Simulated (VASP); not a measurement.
A run of VASP 6.6.1 is set up as follows.

POSCAR

```
ZrS2
1.0
    3.7111430758      0.0000000000      0.0000000000
   -1.8555715379      3.2139441808      0.0000000000
    0.0000000000      0.0000000000      5.9154248369
Zr S
1 2
Direct
    0.0000000000      0.0000000000      0.0000000000
    0.3333333333      0.6666666667      0.2413275931
    0.6666666667      0.3333333333      0.7586724069
```

File INCAR.step1:

```
PREC = Accurate ; ENCUT = 550
ISMEAR = -1 ; SIGMA = 0.02
LREAL = F ; LASPH = T
NELM = 200 ; MAGMOM = 0 0 0 0 0 0 0 0 0
LSORBIT = T ; GGA_COMPAT = F
LMAXMIX = 4 ; NBANDS = 37
GGA = PE ; ALGO = Normal
EDIFF = 1E-5 ; LWAVE = T
LCHARG = F
```

File INCAR.step2:

```
PREC = Accurate ; ENCUT = 550
EDIFF = 1E-6 ; ISMEAR = -1
SIGMA = 0.02 ; LREAL = F
LASPH = T ; NELM = 200
ALGO = Normal ; ISIF = 2
LWAVE = F ; LCHARG = T
MAGMOM = 0 0 0 0 0 0 0 0 0 ; LORBIT = 11
LSORBIT = T ; GGA_COMPAT = F
LORBMOM = T ; LMAXMIX = 4
METAGGA = R2SCAN ; LMIXTAU = T
LVHAR = T ; NBANDS = 37
ISTART = 1
```

The input KPOINTS:

```
regular mesh
0
Gamma
  12 12 4
```

Potentials or basis: VASP PAW PBE potentials, release 64 (Zr_sv, S).

Command:

```sh
$ cat potpaw_PBE.64/Zr_sv/POTCAR potpaw_PBE.64/S/POTCAR > POTCAR
$ cp INCAR.step1 INCAR
$ mpirun -np 1 vasp_ncl > vasp.out
$ cp INCAR.step2 INCAR
$ mpirun -np 1 vasp_ncl > vasp.out
```

Problem. Estimate the largest force.

Solution. 0.036 eV/Å.

Problem. Predict the net moment.

Solution. 0.00 μB per cell.

Problem. What does it give for the pressure?

Solution. -0.5 GPa.

Moments on the atoms (μB; x, y, z):
```
Zr  0.00 0.00 0.00
S   0.00 0.00 0.00
S   0.00 0.00 0.00
```

Caveat: the cell differs from its parent crystal (strain +1.0%); the PAW data sets were made with another functional, which shifts forces and pressure a little.
